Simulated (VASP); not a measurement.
# Ga (Cmce) in VASP: notebook, part 2 of 2

VASP 6.6.1. The steps go on from the part before.

## (3) Single point, PBEsol (19.66 Å³/atom)

This run uses another cell than the first one, of 19.66 Å³/atom.

INCAR

```
SYSTEM = Ga
PREC     = Accurate       ! precision mode
ENCUT    = 520            ! plane-wave cutoff, eV
EDIFF    = 1E-6           ! SCF threshold, eV
ISMEAR   = -1             ! smearing method
SIGMA    = 0.05           ! smearing width, eV
LREAL    = .FALSE.        ! projectors in reciprocal space
LASPH    = .TRUE.         ! aspherical terms in the spheres
NELM     = 60             ! most SCF steps
ALGO     = Normal         ! electronic algorithm
ISIF     = 2              ! what is computed and relaxed
LWAVE    = .FALSE.        ! write WAVECAR
LCHARG   = .FALSE.        ! write CHGCAR
GGA      = PS             ! functional
NBANDS   = 34             ! bands
```

KPOINTS

```
regular mesh
0
G
  9 9 8
  0 0 0
```

POSCAR

```
Ga
1.0
    2.2628429122     -3.8350990966      0.0000000000
    2.2628429122      3.8350990966      0.0000000000
    0.0000000000      0.0000000000      4.5317057581
Ga
4
Direct
    0.1525000000      0.8475000000      0.0785000000
    0.6525000000      0.3475000000      0.4215000000
    0.8475000000      0.1525000000      0.9215000000
    0.3475000000      0.6525000000      0.5785000000
```

Potentials or basis: VASP PAW PBE potentials, release 64 (Ga_d).

Launch:

```sh
$ cat potpaw_PBE.64/Ga_d/POTCAR > POTCAR
$ mpirun -np 1 vasp_std > vasp.out
```

OUTCAR:

```text
SYSTEM = Ga
   PREC = Accurate
   ENCUT = 520
   EDIFF = 1E-6
   ISMEAR = -1
   LREAL = .FALSE.
   LASPH = .TRUE.
   NELM = 60
   ISIF = 2
   GGA = PS

 ion  position               nearest neighbor table
   1  0.153  0.847  0.078-   3 2.45   4 2.71   4 2.71   2 2.75   2 2.75   3 2.80   3 2.80
   2  0.653  0.347  0.422-   4 2.45   3 2.71   3 2.71   1 2.75   1 2.75   4 2.80   4 2.80
   3  0.847  0.153  0.922-   1 2.45   2 2.71   2 2.71   4 2.75   4 2.75   1 2.80   1 2.80
   4  0.347  0.653  0.578-   2 2.45   1 2.71   1 2.71   3 2.75   3 2.75   2 2.80   2 2.80

  LATTYP: Found a base centered orthorhombic cell.
 ALAT       =     4.5256858244
 B/A-ratio  =     1.6948145521
 C/A-ratio  =     1.0013301705

  Lattice vectors:

 A1 = (   2.2628429122,  -3.8350990966,   0.0000000000)
 A2 = (   2.2628429122,   3.8350990966,   0.0000000000)
 A3 = (   0.0000000000,   0.0000000000,   4.5317057581)

Analysis of symmetry for initial positions (statically):
=====================================================================
 Subroutine PRICEL returns:
 Original cell was already a primitive cell.

 Routine SETGRP: Setting up the symmetry group for a
 base centered orthorhombic supercell.

 Subroutine GETGRP returns: Found  8 space group operations
 (whereof  4 operations were pure point group operations)
 out of a pool of  8 trial point group operations.

The static configuration has the point symmetry C_2h.
 The point group associated with its full space group is D_2h.

Analysis of symmetry for dynamics (positions and initial velocities):
=====================================================================
 Subroutine PRICEL returns:
 Original cell was already a primitive cell.

 Routine SETGRP: Setting up the symmetry group for a
 base centered orthorhombic supercell.

 Subroutine GETGRP returns: Found  8 space group operations
 (whereof  4 operations were pure point group operations)
 out of a pool of  8 trial point group operations.

The dynamic configuration has the point symmetry C_2h.
 The point group associated with its full space group is D_2h.

 Subroutine INISYM returns: Found  8 space group operations
 (whereof  4 operations are pure point group operations),
 and found     1 'primitive' translations

----------------------------------------------------------------------------------------

                                     Primitive cell

  volume of cell :      78.6543

  direct lattice vectors                    reciprocal lattice vectors
     2.262842912 -3.835099097  0.000000000     0.220960986 -0.130374728  0.000000000
     2.262842912  3.835099097  0.000000000     0.220960986  0.130374728  0.000000000
     0.000000000  0.000000000  4.531705758     0.000000000  0.000000000  0.220667460

  length of vectors
     4.452914004  4.452914004  4.531705758     0.256556674  0.256556674  0.220667460

  position of ions in fractional coordinates (direct lattice)
     0.152500000  0.847500000  0.078500000
     0.652500000  0.347500000  0.421500000
     0.847500000  0.152500000  0.921500000
     0.347500000  0.652500000  0.578500000

  ion indices of the primitive-cell ions
   primitive index   ion index
                 1           1
                 2           2
                 3           3
[... 24 lines left out ...]
 ===========================================

 Found    125 irreducible k-points:

 Following reciprocal coordinates:
            Coordinates               Weight
  0.000000  0.000000  0.000000      1.000000
  0.111111 -0.000000  0.000000      4.000000
  0.222222 -0.000000  0.000000      4.000000
  0.333333 -0.000000  0.000000      4.000000
  0.444444 -0.000000  0.000000      4.000000
  0.111111  0.111111  0.000000      2.000000
[... 16 lines left out ...]
 -0.333333  0.333333  0.000000      2.000000
  0.444444  0.444444  0.000000      2.000000
 [... further k-points ...]
   k-points           NKPTS =    125   k-points in BZ     NKDIM =    125   number of bands    NBANDS=     34
   number of dos      NEDOS =    301   number of ions     NIONS =      4
   total plane-waves  NPLWV =  46656
   dimension x,y,z NGX =    36 NGY =   36 NGZ =   36
   dimension x,y,z NGXF=    72 NGYF=   72 NGZF=   72
   ions per type =               4
   NGX,Y,Z   is equivalent  to a cutoff of  13.44, 13.44, 13.21 a.u.
   NGXF,Y,Z  is equivalent  to a cutoff of  26.88, 26.88, 26.41 a.u.
 SYSTEM =  Ga
   PREC   = accura    normal or accurate (medium, high low for compatibility)
   ISTART =      0    job   : 0-new  1-cont  2-samecut
   ICHARG =      2    charge: 1-file 2-atom 10-const
   ISPIN  =      1    spin polarized calculation?
   LNONCOLLINEAR =      F non collinear calculations
   LSORBIT =      F    spin-orbit coupling
   LASPH  =      T    aspherical Exc in radial PAW
   ENCUT  =  520.0 eV  38.22 Ry    6.18 a.u.   8.28  8.28  8.43*2*pi/ulx,y,z
   NELM   =     60;   NELMIN=  2; NELMDL= -5     # of ELM steps
   EDIFF  = 0.1E-05   stopping-criterion for ELM
   LREAL  =      F    real-space projection
   EDIFFG = 0.1E-04   stopping-criterion for IOM
   NSW    =      0    number of steps for IOM
   IBRION =     -1    ionic relax: 0-MD 1-quasi-New 2-CG
   NFREE  =      0    steps in history (QN), initial steepest desc. (CG)
   ISIF   =      2    stress and relaxation
   ISYM   =      2    0-nonsym 1-usesym 2-fastsym
   POTIM  = 0.5000    time-step for ionic-motion
   TEBEG  =    0.0;   TEEND  =   0.0 temperature during run
   PSTRESS=    0.0 pullay stress
   NELECT =      52.0000    total number of electrons
   NUPDOWN=      -1.0000    fix difference up-down
   EMIN   =  10.00;   EMAX   =-10.00  energy-range for DOS
   EFERMI =   0.00;   METHOD = LEGACY
   ISMEAR =    -1;   SIGMA  =   0.05  broadening in eV -4-tet -1-fermi 0-gaus
   EFERMI_NEDOS =   21; number of points for ismear=-14 and -15
   IALGO  =     38    algorithm
   IMIX   =      4    mixing-type and parameters
     AMIX     =   0.40;   BMIX     =  1.00
     AMIX_MAG =   1.60;   BMIX_MAG =  1.00
  volume/ion in A,a.u.               =      19.66       132.70
  Fermi-wavevector in a.u.,A,eV,Ry     =   1.426160  2.695052 27.673346  2.033934
  Thomas-Fermi vector in A             =   2.546467
   LORBIT       =      0    0 simple, 1 ext, 2 COOP (PROOUT), +10 PAW based schemes
   GGA     = PS    functional components
   LHFCALC =     F    Hartree Fock is set to
   AEXX    =    0.0000 exact exchange contribution
   IVDW    =     0    specifies the selected vdW correction
   LEPSILON=     F    determine dielectric tensor
   LRPA    =     F    only Hartree local field effects (RPA)
 non-spin polarized calculation
  energy-cutoff  :      520.00
  volume of cell :       78.65
 maximum number of plane-waves:      2141
 NGX is ok and might be reduce to    36
   NGX = 17   NGY = 17   NGZ = 17

 number of electron      52.0000001 magnetization

 Free energy of the ion-electron system (eV)
  ---------------------------------------------------
  ext. energy  EPLUGINS =         0.00000000
  ---------------------------------------------------
  free energy    TOTEN  =       -13.36485424 eV

  energy without entropy =      -13.35640378  energy(sigma->0) =      -13.36062901

 E-fermi :   4.8408     XC(G=0): -10.7894

 val. band max:        4.8384006732   @ k =  -0.4444   0.3333   0.1250
 cond. band min:       4.8743072314   @ k =   0.1111  -0.0000   0.0000
 fundamental gap:      0.0359065581
 Fermi energy:         4.8407892595

 k-point     1 :       0.0000    0.0000    0.0000
  band No.  band energies     occupation
      1     -10.2431      2.00000
      2     -10.2364      2.00000
      3     -10.2349      2.00000
      4     -10.2114      2.00000
      5     -10.1578      2.00000
      6     -10.1266      2.00000
[... 877 lines left out ...]
     33      11.5543      0.00000
     34      12.6637      0.00000

 [... further k-points ...]

------------------------ aborting loop because EDIFF is reached ----------------------------------------

  FORCE on cell =-STRESS in cart. coord.  units (eV):
  Direction    XX          YY          ZZ          XY          YZ          ZX
  --------------------------------------------------------------------------------------
  -------------------------------------------------------------------------------------
  Total       -1.1212132     -0.1666431     -1.2072021      0.0000000      0.0000000      0.0000000
  in kB      -22.8389470     -3.3944958    -24.5905299      0.0000000      0.0000000      0.0000000
  external PRESSURE =     -16.9413242 kB  Pullay stress =       0.0000000 kB

 VOLUME and BASIS-vectors are now :
 -----------------------------------------------------------------------------
  energy-cutoff  :      520.00
  volume of cell :       78.65
      direct lattice vectors                 reciprocal lattice vectors
     2.262842912 -3.835099097  0.000000000     0.220960986 -0.130374728  0.000000000
     2.262842912  3.835099097  0.000000000     0.220960986  0.130374728  0.000000000
     0.000000000  0.000000000  4.531705758     0.000000000  0.000000000  0.220667460

 POSITION                                       TOTAL-FORCE (eV/Angst)
 -----------------------------------------------------------------------------------
      2.26284      2.66539      0.35574         0.000000     -0.414892      0.113280
      2.26284     -1.16971      1.91011         0.000000     -0.414892     -0.113280
      2.26284     -2.66539      4.17597         0.000000      0.414892     -0.113280
      2.26284      1.16971      2.62159         0.000000      0.414892      0.113280
 -----------------------------------------------------------------------------------
    total drift:                                0.000000      0.000000     -0.000000

  FREE ENERGIE OF THE ION-ELECTRON SYSTEM (eV)
  ---------------------------------------------------
  free  energy   TOTEN  =       -13.3648542447 eV

  energy  without entropy=      -13.3564037828  energy(sigma->0) =      -13.36062901
```

Wall time 1.7 min (1 thread of Intel Xeon 6975P-C (Granite Rapids), shared host); peak memory 0.36 GiB.

Results:

```
Free energy            : -13.3649 eV
Pressure               : -1.7 GPa
Largest force          : 0.430 eV/Å
Band gap on the k mesh : zero (bands 26 and 27 overlap by 1.28 eV)
```

Forces on the atoms (eV/Å):
```
Ga   0.000 -0.415  0.113
Ga   0.000 -0.415 -0.113
Ga   0.000  0.415 -0.113
Ga   0.000  0.415  0.113
```

Caveat: the PAW data sets were made with another functional, which shifts forces and pressure a little.

## (4) Single point, PBEsol (19.86 Å³/atom)

This run uses another cell than the first one, of 19.86 Å³/atom.

INCAR

```
SYSTEM = Ga
PREC = Accurate
ENCUT = 520
EDIFF = 1E-6
ISMEAR = -1
SIGMA = 0.05
LREAL = .FALSE.
LASPH = .TRUE.
NELM = 60
ALGO = Normal
ISIF = 2
LWAVE = .FALSE.
LCHARG = .FALSE.
GGA = PS
NBANDS = 34
```

KPOINTS

```
Automatic mesh
0
G
  9 9 8
  0 0 0
```

POSCAR

```
Ga
1.0
    2.2702865280     -3.8477146450      0.0000000000
    2.2702865280      3.8477146450      0.0000000000
    0.0000000000      0.0000000000      4.5466127923
Ga
4
Direct
    0.1525000000      0.8475000000      0.0785000000
    0.6525000000      0.3475000000      0.4215000000
    0.8475000000      0.1525000000      0.9215000000
    0.3475000000      0.6525000000      0.5785000000
```

Launch:

```sh
$ cat potpaw_PBE.64/Ga_d/POTCAR > POTCAR
$ mpirun -np 1 vasp_std > vasp.out
```

Wall time 1.7 min (1 thread of Intel Xeon 6975P-C (Granite Rapids), shared host); peak memory 0.36 GiB.

Results (log left out):

* Free energy: -13.3556 eV
* Pressure: -2.2 GPa
* Largest force: 0.425 eV/Å
* Band gap on the k mesh: zero (bands 26 and 27 overlap by 1.27 eV)

Forces on the atoms (eV/Å):
```
Ga   0.000 -0.410  0.110
Ga   0.000 -0.410 -0.110
Ga   0.000  0.410 -0.110
Ga   0.000  0.410  0.110
```

Stress tensor (GPa, compression positive):
```
-2.71  0.00  0.00
 0.00 -0.93  0.00
 0.00  0.00 -2.94
```

Levels at points of the mesh, in eV from the Fermi level:
| k point | band 23 | band 24 | band 25 | band 26 | band 27 | band 28 | band 29 | band 30 |
| --- | --- | --- | --- | --- | --- | --- | --- | --- |
| (0.00, 0.00, 0.00) | -3.63 | -1.72 | -1.53 | -0.85 | 0.91 | 0.92 | 0.96 | 5.03 |
| (0.00, 0.00, 0.50) | -0.23 | -0.23 | -0.03 | -0.03 | 0.14 | 0.14 | 2.13 | 2.13 |

Caveat: the PAW data sets were made with another functional, which shifts forces and pressure a little.

## (5) The runs side by side

| cell | gap on the mesh (eV) | pressure (GPa) | largest force (eV/Å) |
| --- | --- | --- | --- |
| a = 4.423, b = 4.423, c = 4.502 Å, angles 90.0, 90.0, 118.9°, 4 atoms | none | -0.6 | 0.44 |
| a = 4.453, b = 4.453, c = 4.532 Å, angles 90.0, 90.0, 118.9°, 4 atoms | none | -1.7 | 0.43 |
| a = 4.468, b = 4.468, c = 4.547 Å, angles 90.0, 90.0, 118.9°, 4 atoms | none | -2.2 | 0.42 |

Alike in all rows: task single point; level PBEsol; potentials or basis VASP PAW PBE potentials, release 64 (Ga_d); no spin polarisation; k mesh 9 × 9 × 8; cutoff (eV) 520; smearing fermi-dirac 0.05 eV.

Caveats: the PAW data sets were made with another functional, which shifts forces and pressure a little.

Absolute energies hang on the potentials; compare differences alone.

The gap in the log of VASP goes by the Fermi energy; the results here count the filled bands.